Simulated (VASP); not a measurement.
Runs of VASP 6.6.1 on ZnS. The structure is that of space group F-43m (No. 216), or close to it. The cells are those of the table. 

```csv
level,cell,k mesh,cutoff (eV),grid for exact exchange (PRECFOCK),gap on the mesh (eV),pressure (GPa)
PBE,"a = 3.924 Å, angles 60.0°, 2 atoms",6 × 6 × 6,500,-,1.77,(b)
PBE,"a = 3.770 Å, angles 60.0°, 2 atoms",6 × 6 × 6,500,-,2.29,5.1
r2SCAN,"a = 3.810 Å, angles 60.0°, 2 atoms",6 × 6 × 6,550,-,2.72,(a)
PBE,"a = 3.887 Å, angles 60.0°, 2 atoms",6 × 6 × 6,500,-,1.89,-1.8
PBE,"a = 3.849 Å, angles 60.0°, 2 atoms",6 × 6 × 6,500,-,2.02,0.2
PBE,"a = 3.810 Å, angles 60.0°, 2 atoms",8 × 8 × 8,500,-,2.15,2.4
r2SCANh,"a = 3.810 Å, angles 60.0°, 2 atoms",6 × 6 × 6,520,Normal,3.39,0.1
r2SCAN,"a = 3.848 Å, angles 60.0°, 2 atoms",6 × 6 × 6,550,-,2.58,-2.1
```

Alike in all rows: task single point; potentials or basis VASP PAW PBE potentials, release 64 (Zn, S); no spin polarisation; smearing gaussian 0.01 eV.

**Question.** Fill in the values left out.

**Answer.** (a) 0.0; (b) -3.4.

Caveats: the PAW data sets were made with another functional, which shifts forces and pressure a little (some runs).

